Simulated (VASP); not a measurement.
Crystal: SiO2.

```
CELL_PARAMETERS angstrom
-2.47729 2.47729 3.65567
2.47729 -2.47729 3.65567
2.47729 2.47729 -3.65567
ATOMIC_POSITIONS crystal
Si 0.00000 0.00000 0.00000
Si 0.75000 0.25000 0.50000
O 0.37500 0.22179 0.34679
O 0.97179 0.62500 0.84679
O 0.77821 0.12500 0.15321
O 0.87500 0.02821 0.65321
```

| Property | Result |
| --- | --- |
| Program | VASP 6.6.1 |
| Task | relaxation of cell and atoms |
| Functional | PBE |
| Potentials or basis | VASP PAW PBE potentials, release 64 (Si, O) |
| Cutoff | 600 eV |
| k mesh | 6 × 6 × 6 |
| Occupations | fermi-dirac, width 0.02 eV |
| Spin | no spin polarisation |

At the start: pressure 4.3 GPa; volume 14.96 Å³/atom.

**Question.** Where does the relaxation end?

**Answer.** Over 12 steps the energy falls by 5.5 meV/atom and the volume is 15.57 Å³/atom (+4.1 %); space group I-42d (No. 122, to 0.05 Å).

Step by step:
```
step  energy change (eV)  largest force (eV/Å)  pressure (GPa)  volume (Å³)
   1              0.0000                0.2643            4.33        89.74
   2              0.0289                0.4029           -5.30        95.09
   3             -0.0315                0.0267            0.00        91.93
   4             -0.0315                0.0217            0.09        91.89
   5             -0.0316                0.0204            0.09        91.94
   6             -0.0320                0.0170            0.07        92.08
   7             -0.0324                0.0116            0.05        92.36
   8             -0.0327                0.0022           -0.03        92.94
   9             -0.0329                0.0025            0.05        93.00
  10             -0.0331                0.0170            0.24        93.16
  11             -0.0332                0.0092            0.12        93.28
  12             -0.0333                0.0019            0.01        93.40
```

Final structure:
```
Si O
1.0
    -2.51598    2.51598    3.68853
     2.51598   -2.51598    3.68853
     2.51598    2.51598   -3.68853
Si O
2 4
Direct
  0.00000 0.00000 0.00000
  0.75000 0.25000 0.50000
  0.37500 0.21593 0.34093
  0.96593 0.62500 0.84093
  0.78407 0.12500 0.15907
  0.87500 0.03407 0.65907
```
